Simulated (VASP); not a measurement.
Write the native input for VASP 6.6.1 that does the following.

```yaml
Task: relaxation of cell and atoms
Functional: PBE
Potentials_or_basis: VASP PAW PBE potentials, release 64 (Be, S)
Cutoff: 600 eV
k_mesh: 8 × 8 × 8
Occupations: gaussian, width 0.02 eV
Spin: no spin polarisation
Dipole_correction: no
Further_INCAR_settings: ALGO = Normal; EDIFF = 1e-07; IBRION = 2; EDIFFG = -0.01; NSW = 100; ISIF = 3
```

The structure of BeS lies in POSCAR:

```
BeS
1.0
    0.0000000000      2.4249999500      2.4249999500
    2.4249999500      0.0000000000      2.4249999500
    2.4249999500      2.4249999500      0.0000000000
Be S
1 1
Direct
    0.0000000000      0.0000000000      0.0000000000
    0.7500000000      0.7500000000      0.7500000000
```

These files were run (other wordings do the same):

INCAR

```
SYSTEM = BeS
  PREC = Accurate
  ENCUT = 600
  EDIFF = 1E-7
  ISMEAR = 0
  SIGMA = 0.02
  LREAL = .False.
  LASPH = .True.
  NELM = 60
  ALGO = Normal
  ISIF = 3
  LWAVE = .False.
  LCHARG = .False.
  GGA = PE
  IBRION = 2
  NSW = 100
  EDIFFG = -0.01
```

KPOINTS

```
Automatic mesh
0
Gamma
  8 8 8
  0 0 0
```

Potentials or basis: VASP PAW PBE potentials, release 64 (Be, S).

The run is started by

```sh
$ cat potpaw_PBE.64/Be/POTCAR potpaw_PBE.64/S/POTCAR > POTCAR
$ mpirun -np 1 vasp_std > vasp.out
```

It gave:

```json
{"Relaxed volume": "14.50 Å³/atom", "Relaxed cell": "a = 3.448 Å, b = 3.448 Å, c = 3.448 Å, α = 60.00°, β = 60.00°, γ = 60.00°", "Space group after relaxing (to 0.05 Å)": "F-43m (No. 216)", "Energy gained by relaxing": "1.2 meV/atom", "Ionic steps": "3", "Pressure after relaxing": "0.0 GPa", "Band gap on the k mesh": "3.15 eV, indirect (least direct gap 5.68 eV)"}
```

Wall time 17 s on 1 thread of Intel(R) Xeon(R) 6975P-C (Granite Rapids), on a shared host, peak memory 0.15 GiB.
